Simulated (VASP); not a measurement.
W32F (a cell with a defect): single point with PBE

The system is W32F (a cell with a defect).

```xyz
33
Lattice="0.0000 6.3684 6.3684 6.3684 0.0000 6.3684 6.3684 6.3684 0.0000" Properties=species:S:1:pos:R:3 pbc="T T T"
W     0.0026    0.0370    0.0395
W     1.5953    1.6274    1.6122
W     3.1786    3.1775    3.1877
W     4.5431    4.8029    4.9045
W     3.2356    3.1824    0.0468
W     4.7696    4.7849    1.6118
W     6.3710    6.5404    3.1663
W     7.9855    7.9777    4.8146
W     3.2071    0.0227    3.2061
W     4.7631    1.5989    4.8145
W     6.3710    3.1976    6.4228
W     7.9926    4.7856    7.9848
W     6.3710    2.9189    3.0103
W     8.1988    4.8029    4.9044
W     9.6248    6.3856    6.4120
W    11.1467    7.9958    7.9806
W     0.0026    3.1881    3.1825
W     1.5760    4.7871    4.8120
W     3.1172    6.3857    6.4121
W     4.7609    7.8841    7.9348
W     3.1665    6.3911    3.2062
W     4.7566    7.9777    4.8146
W     6.3710    9.5356    6.3712
W     7.9724   11.1533    7.9802
W     3.1379    3.1823    6.4153
W     4.7493    4.7856    7.9848
W     6.3710    6.3472    9.5628
W     7.9790    7.9673   11.1829
W     6.3710    6.3798    6.3881
W     7.9811    7.8840    7.9348
W     9.5633    9.5459    9.5561
W    11.1659   11.1555   11.1804
F     6.3709    4.6377    4.0438
```

```yaml
Program: VASP 6.6.1
Task: single point
Functional: PBE
Potentials_or_basis: VASP PAW PBE potentials, release 64 (W_sv, F)
Cutoff: 520 eV
k_mesh: 1 × 1 × 1
Occupations: methfessel-paxton, width 0.1 eV
Spin: no spin polarisation
Dipole_correction: no
Further_INCAR_settings: LREAL = Auto; ALGO = Normal; EDIFF = 1e-06; NBANDS = 250
```

```yaml
Pressure: -3.1 GPa
Largest_force: 0.118 eV/Å
```

Forces in eV/Å, atoms in the order of the input:
```
W    0.001 -0.002  0.010
W    0.002  0.002  0.000
W    0.005 -0.002  0.004
W   -0.101  0.006  0.049
W   -0.001 -0.007  0.005
W   -0.001  0.002 -0.006
W    0.000  0.058 -0.030
W    0.007 -0.004 -0.005
W   -0.004  0.008  0.004
W   -0.007  0.000 -0.005
W    0.000  0.019 -0.015
W   -0.003 -0.001 -0.004
W    0.001 -0.103 -0.059
W    0.102  0.006  0.049
W    0.001  0.003 -0.001
W   -0.002  0.002  0.000
W   -0.001  0.000  0.003
W   -0.002  0.000 -0.002
W   -0.002  0.004 -0.001
W   -0.006 -0.004 -0.002
W    0.004  0.008  0.005
W   -0.007 -0.004 -0.004
W    0.000  0.004  0.005
W    0.000  0.002 -0.005
W    0.002 -0.006  0.006
W    0.004 -0.001 -0.003
W    0.000 -0.002  0.002
W    0.006  0.000 -0.005
W    0.001 -0.012  0.000
W    0.005 -0.005 -0.002
W   -0.006 -0.001  0.003
W    0.002  0.001 -0.001
F    0.000  0.027  0.007
```

Stress tensor (GPa, compression positive):
```
-1.78  0.00  0.00
 0.00 -2.98  0.84
 0.00  0.84 -4.61
```

Levels at points of the mesh, in eV from the Fermi level:
```csv
k point,band 223,band 224,band 225,band 226,band 227,band 228,band 229,band 230,band 231,band 232
"(0.00, 0.00, 0.00)",-0.64,-0.64,-0.54,-0.21,-0.18,0.00,0.43,0.46,0.48,0.50
```

Wall time 5.2 min on 1 thread of Intel(R) Xeon(R) Platinum 8559C (Emerald Rapids), on a shared host, peak memory 0.69 GiB.

Caveat: the k points lie up to 0.85 Å⁻¹ apart; spin-orbit coupling is left out, which moves the levels of the heavy elements; an odd number of electrons without spin polarisation forces a metal; a magnetic or distorted state may lie lower.
